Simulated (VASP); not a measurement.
# Ta (Cmcm) in VASP: a series of runs, part 2 of 2

VASP 6.6.1. Earlier steps stand in the parts before.

## (3) Single point, PBE (atoms displaced along a vibrational mode)

Input file INCAR:

```
SYSTEM = Ta
PREC     = Accurate       ! precision mode
ENCUT    = 520            ! plane-wave cutoff, eV
EDIFF    = 1E-6           ! SCF threshold, eV
ISMEAR   = 0              ! smearing method
SIGMA    = 0.15           ! smearing width, eV
LREAL    = .False.        ! projectors in reciprocal space
LASPH    = .True.         ! aspherical terms in the spheres
NELM     = 80             ! most SCF steps
ALGO     = Fast           ! electronic algorithm
ISIF     = 2              ! what is computed and relaxed
LWAVE    = .False.        ! write WAVECAR
LCHARG   = .True.         ! write CHGCAR
GGA      = PE             ! functional
LELF     = .True.         ! ELF
LVHAR    = .True.       
NBANDS   = 18             ! bands
```

Input file KPOINTS:

```
Automatic mesh
0
Gamma
  22 22 14
  0 0 0
```

Input file POSCAR:

```
Ta
1.0
   -1.6593948201      1.6593948201      1.6593948201
    1.6593948201     -1.6593948201      1.6593948201
    3.3187896402      3.3187896402      0.0000000000
Ta
2
Direct
   -0.0271183202     -0.0271183202      0.0000000000
    0.5271183202      0.5271183202      0.5000000000
```

Potentials or basis: VASP PAW PBE potentials, release 64 (Ta_pv).

Started as:

```bash
$ cat potpaw_PBE.64/Ta_pv/POTCAR > POTCAR
$ mpirun -np 1 vasp_std > vasp.out
```

OUTCAR:

```text
SYSTEM = Ta
   PREC = Accurate
   ENCUT = 520
   EDIFF = 1E-6
   ISMEAR = 0
   LREAL = .False.
   LASPH = .True.
   NELM = 80
   ISIF = 2
   GGA = PE

 ion  position               nearest neighbor table
   1  0.973  0.973  0.000-   2 2.77   2 2.77   2 2.98   2 2.98   2 3.32   2 3.32   2 3.32   2 3.32

   2  0.527  0.527  0.500-   1 2.77   1 2.77   1 2.98   1 2.98   1 3.32   1 3.32   1 3.32   1 3.32

  LATTYP: Found a base centered orthorhombic cell.
 ALAT       =     3.3187896402
 B/A-ratio  =     1.4142135624
 C/A-ratio  =     1.4142135624

  Lattice vectors:

[... 678 lines left out ...]
      5     -27.8943      2.00000
      6     -27.8767      2.00000
[... 10 lines left out ...]
     17      12.3570      0.00000
     18      14.6834      0.00000

 [... further k-points ...]
[... 5 lines left out ...]
  --------------------------------------------------------------------------------------
  -------------------------------------------------------------------------------------
  Total        0.3062039      0.3062039      0.0010058      0.2385834      0.0000000      0.0000000
  in kB       13.4209171     13.4209171      0.0440862     10.4571081      0.0000000      0.0000000
  external PRESSURE =       8.9619734 kB  Pullay stress =       0.0000000 kB

 VOLUME and BASIS-vectors are now :
 -----------------------------------------------------------------------------
  energy-cutoff  :      520.00
  volume of cell :       36.55
      direct lattice vectors                 reciprocal lattice vectors
    -1.659394820  1.659394820  1.659394820    -0.150657334  0.150657334  0.301314668
     1.659394820 -1.659394820  1.659394820     0.150657334 -0.150657334  0.301314668
     3.318789640  3.318789640  0.000000000     0.150657334  0.150657334  0.000000000

 POSITION                                       TOTAL-FORCE (eV/Angst)
 -----------------------------------------------------------------------------------
      0.00000      0.00000      3.22879         0.000000      0.000000      1.141257
      1.65939      1.65939      1.74939        -0.000000     -0.000000     -1.141257
 -----------------------------------------------------------------------------------
    total drift:                                0.000000      0.000000     -0.000000

  FREE ENERGIE OF THE ION-ELECTRON SYSTEM (eV)
  ---------------------------------------------------
  free  energy   TOTEN  =       -23.5321987440 eV

  energy  without entropy=      -23.4999809604  energy(sigma->0) =      -23.51608985
```

OSZICAR:

```text
N       E                     dE             d eps       ncg     rms          rms(c)
DAV:   1     0.170368435657E+03    0.17037E+03   -0.12433E+04 38304   0.126E+03
DAV:   2    -0.202133138964E+02   -0.19058E+03   -0.18743E+03 47674   0.358E+02
DAV:   3    -0.244325279254E+02   -0.42192E+01   -0.41569E+01 44634   0.500E+01
DAV:   4    -0.244633868102E+02   -0.30859E-01   -0.30812E-01 42842   0.451E+00
DAV:   5    -0.244636157297E+02   -0.22892E-03   -0.22891E-03 42696   0.369E-01    0.186E+01
RMM:   6    -0.237415821018E+02    0.72203E+00   -0.70647E-01 38931   0.635E+00    0.901E+00
RMM:   7    -0.235306166766E+02    0.21097E+00   -0.84909E-01 42072   0.644E+00    0.503E-01
RMM:   8    -0.235314278972E+02   -0.81122E-03   -0.43067E-02 46923   0.155E+00    0.503E-01
RMM:   9    -0.235325535440E+02   -0.11256E-02   -0.99629E-03 48292   0.631E-01    0.262E-01
RMM:  10    -0.235321958146E+02    0.35773E-03   -0.25304E-03 41726   0.378E-01    0.886E-02
RMM:  11    -0.235321917714E+02    0.40432E-05   -0.24465E-04 50492   0.132E-01    0.190E-02
RMM:  12    -0.235321980932E+02   -0.63218E-05   -0.52746E-05 51580   0.543E-02    0.164E-02
RMM:  13    -0.235321987440E+02   -0.65081E-06   -0.71644E-06 40144   0.170E-02
   1 F= -.23532199E+02 E0= -.23516090E+02  d E =-.322178E-01
```

Wall time 14 min (1 thread of Oxide Virtual Turin-like, shared host); peak memory 0.6 GiB.

What came out:

- Free energy: -23.5322 eV
- Pressure: 0.9 GPa
- Largest force: 1.141 eV/Å
- Band gap on the k mesh: zero (bands 11 and 12 overlap by 2.73 eV)

Forces on the atoms (eV/Å):
```
Ta   0.000  0.000  1.141
Ta   0.000  0.000 -1.141
```

Stress tensor (GPa, compression positive):
```
1.34 1.05 0.00
1.05 1.34 0.00
0.00 0.00 0.00
```

Caveat: the cell differs from its parent crystal (atoms displaced along a vibrational mode); spin-orbit coupling is left out, which moves the levels of the heavy elements; forces of over 1 eV/Å act on the atoms, so gaps and moduli don't describe the material at rest.

## (4) Single point, PBE (atoms displaced along a vibrational mode)

Input file INCAR:

```
ALGO     = Fast           # electronic algorithm
EDIFF    = 1E-6           # SCF threshold, eV
ENCUT    = 520            # plane-wave cutoff, eV
GGA      = PE             # functional
ISIF     = 2              # what is computed and relaxed
ISMEAR   = 0              # smearing method
LASPH    = True           # aspherical terms in the spheres
LCHARG   = False          # write CHGCAR
LREAL    = False          # projectors in reciprocal space
LWAVE    = False          # write WAVECAR
NBANDS   = 18             # bands
NELM     = 60             # most SCF steps
PREC     = Accurate       # precision mode
SIGMA    = 0.15           # smearing width, eV
```

Input file KPOINTS:

```
k-points
0
Gamma
  22 22 14
```

Input file POSCAR:

```
Ta
1.0
   -1.6593948201      1.6593948201      1.6593948201
    1.6593948201     -1.6593948201      1.6593948201
    3.3187896402      3.3187896402      0.0000000000
Ta
2
Direct
   -0.0316380402     -0.0316380402      0.0000000000
    0.5316380402      0.5316380402      0.5000000000
```

Started as:

```bash
$ cat potpaw_PBE.64/Ta_pv/POTCAR > POTCAR
$ mpirun -np 1 vasp_std > vasp.out
```

Run time: 18 min. Hardware: 1 thread of Oxide Virtual Turin-like, shared host; peak memory 0.6 GiB.

Results (log left out):

| Item | Value |
| --- | --- |
| Free energy | -23.4958 eV |
| Pressure | 1.1 GPa |
| Largest force | 1.285 eV/Å |
| Band gap on the k mesh | zero (bands 11 and 12 overlap by 2.68 eV) |

Forces on the atoms (eV/Å):
```
Ta   0.000  0.000  1.285
Ta   0.000  0.000 -1.285
```

Stress tensor (GPa, compression positive):
```
 1.68  1.38  0.00
 1.38  1.68  0.00
 0.00  0.00 -0.12
```

Levels at points of the mesh, in eV from the Fermi level:
| k point | band 9 | band 10 | band 11 | band 12 | band 13 | band 14 |
| --- | --- | --- | --- | --- | --- | --- |
| (0.00, 0.00, 0.00) | -1.47 | 0.58 | 0.59 | 0.81 | 1.53 | 3.80 |
| (0.50, 0.00, 0.00) | -1.93 | -0.89 | -0.73 | -0.49 | 3.29 | 3.76 |
| (0.50, 0.50, 0.00) | -3.67 | -1.37 | 1.50 | 3.32 | 4.84 | 5.97 |
| (0.00, 0.00, 0.50) | -0.61 | -0.61 | -0.27 | -0.27 | 3.21 | 3.21 |
| (0.50, 0.00, 0.50) | -1.59 | -1.59 | 1.49 | 1.49 | 3.84 | 3.84 |
| (0.50, 0.50, 0.50) | -1.90 | -1.90 | 0.50 | 0.50 | 2.46 | 2.46 |

Caveat: the cell differs from its parent crystal (atoms displaced along a vibrational mode); spin-orbit coupling is left out, which moves the levels of the heavy elements; forces of over 1 eV/Å act on the atoms, so gaps and moduli don't describe the material at rest.

## (5) Single point, PBE (atoms displaced along a vibrational mode)

Input file INCAR:

```
PREC = Accurate ; ENCUT = 520
EDIFF = 1E-7 ; ISMEAR = 0
SIGMA = 0.15 ; LREAL = False
LASPH = True ; NELM = 80
ALGO = Fast ; ISIF = 2
LWAVE = False ; LCHARG = False
GGA = PE ; NBANDS = 18
```

Input file KPOINTS:

```
regular mesh
0
Gamma
  22 22 14
```

Input file POSCAR:

```
Ta
1.0
   -1.6593948201      1.6593948201      1.6593948201
    1.6593948201     -1.6593948201      1.6593948201
    3.3187896402      3.3187896402      0.0000000000
Ta
2
Direct
   -0.0225986001     -0.0225986001      0.0000000000
    0.5225986001      0.5225986001      0.5000000000
```

Started as:

```bash
$ cat potpaw_PBE.64/Ta_pv/POTCAR > POTCAR
$ mpirun -np 1 vasp_std > vasp.out
```

Wall time 26 min (1 thread of Oxide Virtual Turin-like, shared host); peak memory 0.6 GiB.

The run converged. Its results:

| Quantity | Value |
| --- | --- |
| Free energy | -23.5641 eV |
| Pressure | 0.7 GPa |
| Largest force | 0.980 eV/Å |
| Band gap on the k mesh | zero (bands 11 and 12 overlap by 2.78 eV) |

Forces on the atoms (eV/Å):
```
Ta   0.000  0.000  0.980
Ta   0.000  0.000 -0.980
```

Stress tensor (GPa, compression positive):
```
1.00 0.74 0.00
0.74 1.00 0.00
0.00 0.00 0.07
```

Levels at points of the mesh, in eV from the Fermi level:
| k point | band 7 | band 8 | band 9 | band 10 | band 11 | band 12 | band 13 | band 14 | band 15 | band 16 |
| --- | --- | --- | --- | --- | --- | --- | --- | --- | --- | --- |
| (0.00, 0.00, 0.00) | -7.87 | -4.30 | -1.48 | 0.66 | 0.66 | 0.77 | 1.53 | 3.81 | 3.88 | 4.00 |
| (0.50, 0.00, 0.00) | -3.28 | -2.89 | -1.77 | -1.04 | -0.66 | -0.50 | 3.38 | 3.70 | 4.44 | 5.02 |
| (0.50, 0.50, 0.00) | -4.33 | -3.74 | -3.69 | -1.43 | 1.51 | 3.56 | 4.84 | 6.31 | 6.71 | 6.73 |
| (0.00, 0.00, 0.50) | -5.61 | -5.61 | -0.57 | -0.57 | -0.18 | -0.18 | 3.24 | 3.24 | 3.52 | 3.52 |
| (0.50, 0.00, 0.50) | -4.32 | -4.32 | -1.55 | -1.55 | 1.51 | 1.51 | 3.84 | 3.84 | 4.79 | 4.79 |
| (0.50, 0.50, 0.50) | -2.92 | -2.92 | -1.88 | -1.88 | 0.72 | 0.72 | 2.18 | 2.18 | 7.14 | 7.14 |

Caveat: the cell differs from its parent crystal (atoms displaced along a vibrational mode); spin-orbit coupling is left out, which moves the levels of the heavy elements.

## (6) Overview

```tsv
cell	further INCAR settings	gap on the mesh (eV)	pressure (GPa)	largest force (eV/Å)
as given, atomic positions A	ALGO = Fast; EDIFF = 1e-06; NBANDS = 18	none	1.3	1.41
as given, atomic positions B	ALGO = Fast; EDIFF = 1e-06; NBANDS = 18	none	0.9	1.14
as given, atomic positions C	ALGO = Fast; EDIFF = 1e-06; NBANDS = 18	none	1.1	1.29
as given, atomic positions D	ALGO = Fast; EDIFF = 1e-07; NBANDS = 18	none	0.7	0.98
```

Alike in all rows: task single point; level PBE; potentials or basis VASP PAW PBE potentials, release 64 (Ta_pv); no spin polarisation; k mesh 22 × 22 × 14; cutoff (eV) 520; smearing gaussian 0.15 eV.

Caveats: spin-orbit coupling is left out, which moves the levels of the heavy elements; forces of over 1 eV/Å act on the atoms, so gaps and moduli don't describe the material at rest (at least some runs).

Absolute energies hang on the potentials; compare differences alone.
